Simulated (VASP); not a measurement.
Runs of VASP 6.6.1 on CaMg3Tl. The structure is that of space group Pm-3m (No. 221), or close to it. The cells are those of the table. 

```csv
task,cell,k mesh,cutoff (eV),gap on the mesh (eV),pressure (GPa),relaxed volume (Å³/atom)
single point,"a = 4.913 Å, 5 atoms",4 × 4 × 4,520,none,14.9,-
single point,"a = 5.456 Å, 5 atoms",8 × 8 × 8,520,none,-0.1,-
single point,"a = 5.456 Å, 5 atoms",4 × 4 × 4,520,none,0.0,-
relaxation of cell and atoms,"relaxed from a = 4.913 Å, 5 atoms",4 × 4 × 4,600,none,0.2,32.14
relaxation of cell and atoms,"relaxed from a = 5.456 Å, 5 atoms",8 × 8 × 8,600,none,0.0,(a)
```

Alike in all rows: level PBE; potentials or basis VASP PAW PBE potentials, release 64 (Ca_sv, Mg, Tl_d); no spin polarisation; smearing gaussian 0.1 eV.

Estimate the missing entries.

(a) 32.40.

Caveats: spin-orbit coupling is left out, which moves the levels of the heavy elements; the volume moved by over 15 % at a fixed basis, so the end points are rough (some runs).

A k mesh can miss the band edges, and the runs leave out spin-orbit coupling on Tl.

A gap of «none» marks levels without a gap at the run's occupations.
